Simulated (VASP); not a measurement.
# BP (I-4m2) in VASP: further runs

The runs below take BP through single point, with r2SCAN.

Program: VASP 6.6.1. These are calculated values, not measurements. Logs are shortened: lines on timing, memory, paths and dates and some standing lists are left out, and cuts for length are marked.

## Step 1: The cell of the first run

It takes space group I-4m2 (No. 119, tetragonal). The conventional cell has a = 3.208 Å, b = 3.208 Å, c = 4.400 Å, α = 90.00°, β = 90.00°, γ = 90.00°. B (site symmetry -4m2) has 4 P at 1.94 Å within 2.6 Å. P (site symmetry -4m2) has 4 B at 1.94 Å within 2.6 Å.

## Step 2: Single point, r2SCAN (strain -0.0300 x Voigt [0, 1, 0, 0, 0, 0])

POSCAR reads:

```
BP
1.0
    0.0000000000      2.2002188098      2.2682668142
    2.2682668142      0.0000000000      2.2682668142
    2.2682668142      2.2002188098      0.0000000000
B P
1 1
Direct
    0.0000000000      0.0000000000      0.0000000000
    0.7500000000      0.7500000000      0.7500000000
```

INCAR.step1 reads:

```
SYSTEM = BP
  PREC = Accurate
  ENCUT = 520
  ISMEAR = 0
  SIGMA = 0.05
  LREAL = .False.
  LASPH = .True.
  NELM = 60
  NBANDS = 11
  GGA = PE
  ALGO = Normal
  EDIFF = 1E-4
  LWAVE = .True.
  LCHARG = .False.
```

INCAR.step2 reads:

```
SYSTEM = BP
  PREC = Accurate
  ENCUT = 520
  EDIFF = 1E-6
  ISMEAR = 0
  SIGMA = 0.05
  LREAL = .False.
  LASPH = .True.
  NELM = 60
  ALGO = Normal
  ISIF = 2
  LWAVE = .False.
  LCHARG = .True.
  METAGGA = R2SCAN
  LMIXTAU = .True.
  LELF = .True.
  LVHAR = .True.
  NBANDS = 11
  ISTART = 1
```

KPOINTS reads:

```
Automatic mesh
0
Gamma
  10 10 10
  0 0 0
```

Potentials or basis: VASP PAW PBE potentials, release 64 (B, P).

The run is started by

```
> cat potpaw_PBE.64/B/POTCAR potpaw_PBE.64/P/POTCAR > POTCAR
> cp INCAR.step1 INCAR
> mpirun -np 1 vasp_std > vasp.out
> cp INCAR.step2 INCAR
> mpirun -np 1 vasp_std > vasp.out
```

OUTCAR:

```text
SYSTEM = BP
   PREC = Accurate
   ENCUT = 520
   EDIFF = 1E-6
   ISMEAR = 0
   LREAL = .False.
   LASPH = .True.
   NELM = 60
   ISIF = 2
   METAGGA = R2SCAN
   ISTART = 1

 ion  position               nearest neighbor table
   1  0.000  0.000  0.000-   2 1.94   2 1.94   2 1.94   2 1.94
   2  0.750  0.750  0.750-   1 1.94   1 1.94   1 1.94   1 1.94

  LATTYP: Found a body centered tetragonal cell.
 ALAT       =     3.2078136917
 C/A-ratio  =     1.3717871555

  Lattice vectors:

 A1 = (   0.0000000000,  -2.2002188098,   2.2682668142)
 A2 = (   0.0000000000,  -2.2002188098,  -2.2682668142)
 A3 = (   2.2682668142,   2.2002188098,   0.0000000000)

Analysis of symmetry for initial positions (statically):
=====================================================================
 Subroutine PRICEL returns:
 Original cell was already a primitive cell.

 Routine SETGRP: Setting up the symmetry group for a
 body centered tetragonal supercell.

 Subroutine GETGRP returns: Found  8 space group operations
 (whereof  8 operations were pure point group operations)
 out of a pool of 16 trial point group operations.

The static configuration has the point symmetry D_2d.

Analysis of symmetry for dynamics (positions and initial velocities):
=====================================================================
 Subroutine PRICEL returns:
 Original cell was already a primitive cell.

 Routine SETGRP: Setting up the symmetry group for a
 body centered tetragonal supercell.

 Subroutine GETGRP returns: Found  8 space group operations
 (whereof  8 operations were pure point group operations)
 out of a pool of 16 trial point group operations.

The dynamic configuration has the point symmetry D_2d.

 Subroutine INISYM returns: Found  8 space group operations
 (whereof  8 operations are pure point group operations),
 and found     1 'primitive' translations

----------------------------------------------------------------------------------------

                                     Primitive cell

  volume of cell :      22.6404

  direct lattice vectors                    reciprocal lattice vectors
     0.000000000  2.200218810  2.268266814    -0.220432621  0.227250125  0.220432621
     2.268266814  0.000000000  2.268266814     0.220432621 -0.227250125  0.220432621
     2.268266814  2.200218810  0.000000000     0.220432621  0.227250125 -0.220432621

  length of vectors
     3.160062840  3.207813692  3.160062840     0.385776750  0.385776750  0.385776750

  position of ions in fractional coordinates (direct lattice)
     0.000000000  0.000000000  0.000000000
     0.750000000  0.750000000  0.750000000

  ion indices of the primitive-cell ions
   primitive index   ion index
                 1           1
                 2           2

----------------------------------------------------------------------------------------

 KPOINTS: Automatic mesh

Automatic generation of k-mesh.
 Grid dimensions read from file:
 generate k-points for:   10   10   10

 Generating k-lattice:

  Cartesian coordinates                     Fractional coordinates (reciprocal lattice)
    -0.022043262  0.022725013  0.022043262     0.100000000  0.000000000  0.000000000
     0.022043262 -0.022725013  0.022043262    -0.000000000  0.100000000 -0.000000000
     0.022043262  0.022725013 -0.022043262     0.000000000  0.000000000  0.100000000

  Length of vectors
     0.038577675  0.038577675  0.038577675

  Shift w.r.t. Gamma in fractional coordinates (k-lattice)
     0.000000000  0.000000000  0.000000000

 Subroutine IBZKPT returns following result:
 ===========================================

 Found    102 irreducible k-points:

 Following reciprocal coordinates:
            Coordinates               Weight
  0.000000  0.000000  0.000000      1.000000
  0.100000  0.000000  0.000000      8.000000
  0.200000  0.000000  0.000000      8.000000
  0.300000  0.000000  0.000000      8.000000
  0.400000  0.000000  0.000000      8.000000
  0.500000  0.000000  0.000000      4.000000
[... 16 lines left out ...]
  0.300000  0.300000  0.000000      4.000000
  0.400000  0.300000  0.000000     16.000000
 [... further k-points ...]
   k-points           NKPTS =    102   k-points in BZ     NKDIM =    102   number of bands    NBANDS=     11
   number of dos      NEDOS =    301   number of ions     NIONS =      2
   total plane-waves  NPLWV =  13824
   dimension x,y,z NGX =    24 NGY =   24 NGZ =   24
   dimension x,y,z NGXF=    48 NGYF=   48 NGZF=   48
   ions per type =               1   1
   NGX,Y,Z   is equivalent  to a cutoff of  12.63, 12.44, 12.63 a.u.
   NGXF,Y,Z  is equivalent  to a cutoff of  25.25, 24.88, 25.25 a.u.
 SYSTEM =  BP
   PREC   = accura    normal or accurate (medium, high low for compatibility)
   ISTART =      1    job   : 0-new  1-cont  2-samecut
   ICHARG =      0    charge: 1-file 2-atom 10-const
   ISPIN  =      1    spin polarized calculation?
   LNONCOLLINEAR =      F non collinear calculations
   LSORBIT =      F    spin-orbit coupling
   LASPH  =      T    aspherical Exc in radial PAW
   ENCUT  =  520.0 eV  38.22 Ry    6.18 a.u.   5.88  5.96  5.88*2*pi/ulx,y,z
   NELM   =     60;   NELMIN=  2; NELMDL=  0     # of ELM steps
   EDIFF  = 0.1E-05   stopping-criterion for ELM
   LREAL  =      F    real-space projection
   EDIFFG = 0.1E-04   stopping-criterion for IOM
   NSW    =      0    number of steps for IOM
   IBRION =     -1    ionic relax: 0-MD 1-quasi-New 2-CG
   NFREE  =      0    steps in history (QN), initial steepest desc. (CG)
   ISIF   =      2    stress and relaxation
   ISYM   =      2    0-nonsym 1-usesym 2-fastsym
   POTIM  = 0.5000    time-step for ionic-motion
   TEBEG  =    0.0;   TEEND  =   0.0 temperature during run
   PSTRESS=    0.0 pullay stress
   NELECT =       8.0000    total number of electrons
   NUPDOWN=      -1.0000    fix difference up-down
   EMIN   =  10.00;   EMAX   =-10.00  energy-range for DOS
   EFERMI =   0.00;   METHOD = LEGACY
   ISMEAR =     0;   SIGMA  =   0.05  broadening in eV -4-tet -1-fermi 0-gaus
   EFERMI_NEDOS =   21; number of points for ismear=-14 and -15
   IALGO  =     38    algorithm
   IMIX   =      4    mixing-type and parameters
     AMIX     =   0.40;   BMIX     =  1.00
     AMIX_MAG =   1.60;   BMIX_MAG =  1.00
  volume/ion in A,a.u.               =      11.32        76.39
  Fermi-wavevector in a.u.,A,eV,Ry     =   1.157382  2.187135 18.225459  1.339533
  Thomas-Fermi vector in A             =   2.293994
   LORBIT       =      0    0 simple, 1 ext, 2 COOP (PROOUT), +10 PAW based schemes
   METAGGA = R2SCAN    functional components
   LHFCALC =     F    Hartree Fock is set to
   AEXX    =    0.0000 exact exchange contribution
   IVDW    =     0    specifies the selected vdW correction
   LEPSILON=     F    determine dielectric tensor
   LRPA    =     F    only Hartree local field effects (RPA)
 non-spin polarized calculation
 Gauss-broadening in eV      SIGMA  =   0.05
  energy-cutoff  :      520.00
  volume of cell :       22.64
 maximum number of plane-waves:       620
   NGX = 11   NGY = 11   NGZ = 11

 number of electron       8.0000001 magnetization

 Free energy of the ion-electron system (eV)
  ---------------------------------------------------
  ext. energy  EPLUGINS =         0.00000000
  ---------------------------------------------------
  free energy    TOTEN  =       -17.28888696 eV

  energy without entropy =      -17.28888696  energy(sigma->0) =      -17.28888696

 E-fermi :   8.1838     XC(G=0): -11.6447

 val. band max:        7.9773982363   @ k =   0.0000   0.0000   0.0000
 cond. band min:       8.8950228142   @ k =   0.4000   0.0000   0.4000
 fundamental gap:      0.9176245779
 Fermi energy:         8.1838411113

 k-point     1 :       0.0000    0.0000    0.0000
  band No.  band energies     occupation
      1      -8.7840      2.00000
      2       7.6658      2.00000
      3       7.6658      2.00000
      4       7.9774      2.00000
      5      11.3385      0.00000
      6      11.5275      0.00000
      7      11.5275      0.00000
      8      16.2743      0.00000
      9      20.0790      0.00000
     10      20.4176      0.00000
     11      20.9048      0.00000

 k-point     2 :       0.1000    0.0000    0.0000
  band No.  band energies     occupation
      1      -8.5896      2.00000
      2       6.3658      2.00000
      3       7.3340      2.00000
      4       7.5760      2.00000
      5      11.7662      0.00000
      6      11.9633      0.00000
      7      12.0713      0.00000
      8      16.7835      0.00000
      9      19.4621      0.00000
     10      20.1246      0.00000
     11      21.0335      0.00000

 k-point     3 :       0.2000    0.0000    0.0000
  band No.  band energies     occupation
      1      -8.0136      2.00000
      2       3.8635      2.00000
      3       6.6989      2.00000
      4       6.9895      2.00000
      5      12.1869      0.00000
      6      12.6845      0.00000
      7      12.7786      0.00000
      8      17.9395      0.00000
      9      19.0131      0.00000
     10      19.3753      0.00000
     11      21.9283      0.00000

 k-point     4 :       0.3000    0.0000    0.0000
  band No.  band energies     occupation
      1      -7.0864      2.00000
      2       1.3274      2.00000
      3       6.1377      2.00000
      4       6.4897      2.00000
      5      12.1433      0.00000
      6      12.9152      0.00000
      7      13.2042      0.00000
      8      18.7899      0.00000
      9      19.8553      0.00000
     10      19.8885      0.00000
     11      22.2364      0.00000

 k-point     5 :       0.4000    0.0000    0.0000
  band No.  band energies     occupation
      1      -5.9242      2.00000
      2      -0.8570      2.00000
      3       5.7788      2.00000
      4       6.1771      2.00000
      5      12.0188      0.00000
      6      12.7582      0.00000
      7      13.1909      0.00000
      8      18.8895      0.00000
      9      21.5693      0.00000
     10      21.9197      0.00000
     11      23.2668      0.00000
[... 211 lines left out ...]
 k-point    21 :      -0.3000    0.2000   -0.0000
  band No.  band energies     occupation
      1      -5.6615      2.00000
      2       0.2175      2.00000
      3       2.6605      2.00000
      4       5.7994      2.00000
      5      12.1813      0.00000
      6      14.3368      0.00000
      7      15.3422      0.00000
      8      17.9278      0.00000
      9      18.8953      0.00000
     10      21.7035      0.00000
     11      25.9345      0.00000

 k-point    22 :      -0.2000    0.2000   -0.0000
  band No.  band energies     occupation
      1      -6.7530      2.00000
      2       2.1027      2.00000
      3       3.1896      2.00000
      4       6.5260      2.00000
      5      12.8141      0.00000
      6      13.4752      0.00000
      7      14.6850      0.00000
      8      16.9296      0.00000
      9      17.8874      0.00000
     10      22.6609      0.00000
     11      25.1375      0.00000

 k-point    23 :       0.3000    0.3000    0.0000
  band No.  band energies     occupation
      1      -6.5425      2.00000
      2       2.4917      2.00000
      3       4.3245      2.00000
      4       4.4224      2.00000
      5       9.6225      0.00000
      6      12.0513      0.00000
      7      17.0747      0.00000
      8      17.8290      0.00000
      9      21.9460      0.00000
     10      23.1736      0.00000
     11      25.7124      0.00000

 k-point    24 :       0.4000    0.3000    0.0000
  band No.  band energies     occupation
      1      -5.6578      2.00000
      2       1.0885      2.00000
      3       3.4363      2.00000
      4       4.0658      2.00000
      5       9.9281      0.00000
      6      11.8176      0.00000
      7      17.7257      0.00000
      8      18.5617      0.00000
      9      22.9403      0.00000
     10      24.1414      0.00000
     11      26.2433      0.00000

 [... further k-points ...]
[... 5 lines left out ...]
  --------------------------------------------------------------------------------------
  -------------------------------------------------------------------------------------
  Total        0.2850603      1.5100377      0.2850603      0.0000000     -0.0000000      0.0000000
  in kB       20.1726594    106.8597665     20.1726594      0.0000000     -0.0000000      0.0000000
  external PRESSURE =      49.0683618 kB  Pullay stress =       0.0000000 kB

 VOLUME and BASIS-vectors are now :
 -----------------------------------------------------------------------------
  energy-cutoff  :      520.00
  volume of cell :       22.64
      direct lattice vectors                 reciprocal lattice vectors
     0.000000000  2.200218810  2.268266814    -0.220432621  0.227250125  0.220432621
     2.268266814  0.000000000  2.268266814     0.220432621 -0.227250125  0.220432621
     2.268266814  2.200218810  0.000000000     0.220432621  0.227250125 -0.220432621

 POSITION                                       TOTAL-FORCE (eV/Angst)
 -----------------------------------------------------------------------------------
      0.00000      0.00000      0.00000        -0.000000     -0.000000     -0.000000
      3.40240      3.30033      3.40240         0.000000      0.000000      0.000000
 -----------------------------------------------------------------------------------
    total drift:                               -0.000000      0.000000     -0.000000

  FREE ENERGIE OF THE ION-ELECTRON SYSTEM (eV)
  ---------------------------------------------------
  free  energy   TOTEN  =       -17.2888869623 eV

  energy  without entropy=      -17.2888869623  energy(sigma->0) =      -17.28888696
```

It took 32 s on 1 thread of Intel Xeon 6975P-C (Granite Rapids), shared host; peak memory 0.15 GiB.

What came out:

- Free energy: -17.2889 eV
- Pressure: 4.9 GPa
- Band gap on the k mesh: 0.92 eV, indirect (least direct gap 3.36 eV)

Stress tensor (GPa, compression positive):
```
 2.02  0.00  0.00
 0.00 10.69  0.00
 0.00  0.00  2.02
```

Caveat: the cell differs from its parent crystal (strain -0.0300 x Voigt [0, 1, 0, 0, 0, 0]); the PAW data sets were made with another functional, which shifts forces and pressure a little.

## Step 3: Single point, r2SCAN (strain -0.0200 x Voigt [0, 1, 0, 0, 0, 0])

POSCAR reads:

```
BP
1.0
    0.0000000000      2.2229014779      2.2682668142
    2.2682668142      0.0000000000      2.2682668142
    2.2682668142      2.2229014779      0.0000000000
B P
1 1
Direct
    0.0000000000      0.0000000000      0.0000000000
    0.7500000000      0.7500000000      0.7500000000
```

INCAR.step1 reads:

```
ALGO = Normal ; EDIFF = 1E-4
ENCUT = 520 ; GGA = PE
ISMEAR = 0 ; LASPH = True
LCHARG = False ; LREAL = False
LWAVE = True ; NBANDS = 11
NELM = 80 ; PREC = Accurate
SIGMA = 0.05
```

INCAR.step2 reads:

```
ALGO = Normal ; EDIFF = 1E-6
ENCUT = 520 ; ISIF = 2
ISMEAR = 0 ; ISTART = 1
LASPH = True ; LCHARG = False
LMIXTAU = True ; LREAL = False
LWAVE = False ; METAGGA = R2SCAN
NBANDS = 11 ; NELM = 80
PREC = Accurate ; SIGMA = 0.05
```

KPOINTS reads:

```
k-points
0
Gamma
  10 10 10
```

Potentials or basis: VASP PAW PBE potentials, release 64 (B, P).

The run is started by

```
> cat potpaw_PBE.64/B/POTCAR potpaw_PBE.64/P/POTCAR > POTCAR
> cp INCAR.step1 INCAR
> mpirun -np 1 vasp_std > vasp.out
> cp INCAR.step2 INCAR
> mpirun -np 1 vasp_std > vasp.out
```

Run time: 29 s. Hardware: 1 thread of Intel Xeon 6975P-C (Granite Rapids), shared host; peak memory 0.15 GiB.

Results (log left out):

```
Free energy            : -17.3018 eV
Pressure               : 3.0 GPa
Band gap on the k mesh : 1.10 eV, indirect (least direct gap 3.45 eV)
```

Stress tensor (GPa, compression positive):
```
1.09 0.00 0.00
0.00 6.87 0.00
0.00 0.00 1.09
```

Levels at points of the mesh, in eV from the valence-band top:
```tsv
k point	band 1	band 2	band 3	band 4	band 5	band 6	band 7	band 8
(0.00, 0.00, 0.00)	-16.60	-0.21	-0.21	0.00	3.45	3.58	3.58	8.21
(0.50, 0.00, 0.00)	-13.02	-9.80	-2.17	-1.89	4.07	4.80	5.08	10.87
(0.50, 0.50, 0.00)	-11.39	-9.44	-4.51	-4.47	1.44	1.86	12.89	13.36
(0.50, 0.00, 0.50)	-11.18	-9.25	-4.71	-4.71	1.20	1.55	13.12	13.12
```

Caveat: the cell differs from its parent crystal (strain -0.0200 x Voigt [0, 1, 0, 0, 0, 0]); the PAW data sets were made with another functional, which shifts forces and pressure a little. A k mesh can miss the band edges.

## Step 4: Single point, r2SCAN (strain -0.0100 x Voigt [0, 1, 0, 0, 0, 0])

POSCAR reads:

```
BP
1.0
    0.0000000000      2.2455841461      2.2682668142
    2.2682668142      0.0000000000      2.2682668142
    2.2682668142      2.2455841461      0.0000000000
B P
1 1
Direct
    0.0000000000      0.0000000000      0.0000000000
    0.7500000000      0.7500000000      0.7500000000
```

INCAR.step1 reads:

```
SYSTEM = BP
  PREC = Accurate
  ENCUT = 520
  ISMEAR = 0
  SIGMA = 0.05
  LREAL = .FALSE.
  LASPH = .TRUE.
  NELM = 60
  NBANDS = 11
  GGA = PE
  ALGO = Normal
  EDIFF = 1E-4
  LWAVE = .TRUE.
  LCHARG = .FALSE.
```

INCAR.step2 reads:

```
SYSTEM = BP
  PREC = Accurate
  ENCUT = 520
  EDIFF = 1E-6
  ISMEAR = 0
  SIGMA = 0.05
  LREAL = .FALSE.
  LASPH = .TRUE.
  NELM = 60
  ALGO = Normal
  ISIF = 2
  LWAVE = .FALSE.
  LCHARG = .TRUE.
  METAGGA = R2SCAN
  LMIXTAU = .TRUE.
  LELF = .TRUE.
  LVHAR = .TRUE.
  NBANDS = 11
  ISTART = 1
```

KPOINTS reads:

```
regular mesh
0
G
  10 10 10
  0 0 0
```

The run is started by

```
> cat potpaw_PBE.64/B/POTCAR potpaw_PBE.64/P/POTCAR > POTCAR
> cp INCAR.step1 INCAR
> mpirun -np 1 vasp_std > vasp.out
> cp INCAR.step2 INCAR
> mpirun -np 1 vasp_std > vasp.out
```

It took 27 s on 1 thread of Intel Xeon 6975P-C (Granite Rapids), shared host; peak memory 0.15 GiB.

Results (log left out):

```
Free energy            : -17.3093 eV
Pressure               : 1.2 GPa
Band gap on the k mesh : 1.27 eV, indirect (least direct gap 3.55 eV)
```

Stress tensor (GPa, compression positive):
```
0.25 0.00 0.00
0.00 3.14 0.00
0.00 0.00 0.25
```

Levels at points of the mesh, in eV from the valence-band top:
| k point | band 1 | band 2 | band 3 | band 4 | band 5 | band 6 | band 7 | band 8 | band 9 |
| --- | --- | --- | --- | --- | --- | --- | --- | --- | --- |
| (0.00, 0.00, 0.00) | -16.43 | -0.10 | -0.10 | 0.00 | 3.55 | 3.61 | 3.61 | 8.12 | 12.42 |
| (0.50, 0.00, 0.00) | -12.90 | -9.65 | -2.02 | -1.88 | 4.12 | 4.92 | 5.04 | 10.89 | 15.40 |
| (0.50, 0.50, 0.00) | -11.24 | -9.29 | -4.43 | -4.41 | 1.49 | 1.88 | 12.98 | 13.22 | 16.41 |
| (0.50, 0.00, 0.50) | -11.14 | -9.19 | -4.53 | -4.53 | 1.37 | 1.73 | 13.10 | 13.10 | 16.55 |

Caveat: the cell differs from its parent crystal (strain -0.0100 x Voigt [0, 1, 0, 0, 0, 0]); the PAW data sets were made with another functional, which shifts forces and pressure a little. A k mesh can miss the band edges.

(Part 1 of 2 ends here.)
